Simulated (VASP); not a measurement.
Input of a VASP 6.6.1 run:

File INCAR:

```
SYSTEM = Mo
PREC = Accurate
ENCUT = 520
EDIFF = 1E-6
ISMEAR = -1
SIGMA = 0.1
LREAL = .False.
LASPH = .True.
NELM = 60
ALGO = Normal
ISIF = 2
LWAVE = .False.
LCHARG = .False.
GGA = PE
NBANDS = 13
```

The input KPOINTS:

```
Automatic mesh
0
Gamma
  15 15 15
  0 0 0
```

The input POSCAR:

```
Mo
1.0
    0.0000000000      2.0785783799      2.0785783799
    2.0785783799      0.0000000000      2.0785783799
    2.0785783799      2.0785783799      0.0000000000
Mo
1
Direct
    0.0000000000      0.0000000000      0.0000000000
```

Potentials or basis: VASP PAW PBE potentials, release 64 (Mo_sv).

Launch:

```sh
$ cat potpaw_PBE.64/Mo_sv/POTCAR > POTCAR
$ mpirun -np 1 vasp_std > vasp.out
```

Problem. Estimate the pressure.

Solution. -20.9 GPa.

Problem. What does it give for the band gap on the k mesh?

Solution. Zero (band 7 reaches 13.37 eV, above the bottom of band 8 at 9.54 eV).
